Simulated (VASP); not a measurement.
BN, 4 atoms in the cell. It takes space group Cmc2_1 (No. 36, orthorhombic). The conventional cell has a = 2.554 Å, b = 4.424 Å, c = 4.227 Å, α = 90.00°, β = 90.00°, γ = 90.00°. B (site symmetry m) has 4 N at 1.55 to 1.64 Å within 2.1 Å. N (site symmetry m) has 4 B at 1.55 to 1.64 Å within 2.1 Å.  This cell differs from its parent crystal: mode 4 (471.6 1/cm) frozen in, largest displacement +0.225 Å.

| Property | Result |
| --- | --- |
| Program | VASP 6.6.1 |
| Task | single point |
| Functional | PBE |
| Potentials or basis | VASP PAW PBE potentials, release 64 (B, N) |
| Cutoff | 520 eV |
| k mesh | 12 × 12 × 6 |
| Occupations | gaussian, width 0.05 eV |
| Spin | no spin polarisation |
| Dipole correction | no |
| Further INCAR settings | ALGO = Normal; EDIFF = 1e-07; NBANDS = 16 |

Potentials or basis: VASP PAW PBE potentials, release 64 (B, N).

Launch:

```bash
$ cat potpaw_PBE.64/B/POTCAR potpaw_PBE.64/N/POTCAR > POTCAR
$ mpirun -np 1 vasp_std > vasp.out
```

Hardware: 1 thread of Intel(R) Xeon(R) 6975P-C (Granite Rapids) (shared host).

Problem. How long does it take, and how much memory?

Solution. Run time: 25 s on 1 thread of Intel(R) Xeon(R) 6975P-C (Granite Rapids) (shared host), peak memory 0.17 GiB. Counts: scf iterations 13, k points 172.
